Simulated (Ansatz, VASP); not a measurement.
## One calculation of Ni, two programs

The input POSCAR:

```
Ni
1.0
    0.0000000000      1.7038286771      1.7038286771
    1.7038286771      0.0000000000      1.7038286771
    1.7038286771      1.7038286771      0.0000000000
Ni
1
Direct
    0.0000000000      0.0000000000      0.0000000000
```

The input INCAR.step1:

```
ALGO = Normal
EDIFF = 1E-4
ENCUT = 520
GGA = PE
ISMEAR = 0
ISPIN = 2
LASPH = True
LCHARG = False
LMAXMIX = 4
LREAL = False
LWAVE = True
MAGMOM = 0.9
NBANDS = 15
NELM = 150
PREC = Accurate
SIGMA = 0.1
```

Contents of INCAR.step2:

```
ALGO = Normal
EDIFF = 1E-6
ENCUT = 520
ISIF = 2
ISMEAR = 0
ISPIN = 2
ISTART = 1
LASPH = True
LCHARG = False
LMAXMIX = 4
LMIXTAU = True
LORBIT = 11
LREAL = False
LWAVE = False
MAGMOM = 0.9
METAGGA = R2SCAN
NBANDS = 15
NELM = 150
PREC = Accurate
SIGMA = 0.1
```

The input KPOINTS:

```
k-points
0
Gamma
  20 20 20
```

Input for Ansatz:

```yaml
crystal:
  lattice:
    - [0.0, 1.7038286771, 1.7038286771]
    - [1.7038286771, 0.0, 1.7038286771]
    - [1.7038286771, 1.7038286771, 0.0]
  atoms:
    - { symbol: Ni, position: [0.0, 0.0, 0.0], spin: 0.9 }
basis:
  ecutwfc: 500
kpoints:
  mp_grid: { grid: [20, 20, 20] }
hamiltonian:
  xc: r2scan
scf:
  occupations: { method: gaussian, width: 0.1 }
output:
  forces: true
  stress: true
  eigenvalues: true
  populations: true
magnetization:
  spin_polarized: true
```

Alike in both runs: task single point; functional r2SCAN; k mesh 20 × 20 × 20; occupations gaussian, width 0.1 eV; collinear spin.

|  | VASP | Ansatz |
| --- | --- | --- |
| version | VASP 6.6.1 | Ansatz 0.2.0 |
| potentials or method | VASP PAW PBE potentials, release 64 (Ni), cutoff 520 eV | scalar-relativistic, plane waves, PAW |
| valence electrons in the cell | 10 | 18 |

```csv
,VASP,Ansatz,Ansatz less VASP
gap on the k mesh at the Fermi level (eV),none,none,-
pressure (GPa),15.7,15.4,-0.32
net moment per atom (μB),0.68,0.70,+0.023
size of the moment on the site where the two differ most (μB),0.69,0.76,+0.074
```

VASP's potentials were made for PBE, not for r2SCAN. Site moments also hang on the region over which each program counts them. A gap of «none» marks a metal or a gap that the smearing closes. With one functional, cell and mesh, what is left measures potentials, basis and numerics. VASP's potentials hold 10 valence electrons a cell and Ansatz's 18, so a difference there can come from the potentials and not from the codes. Ansatz's warnings: stability check not made.
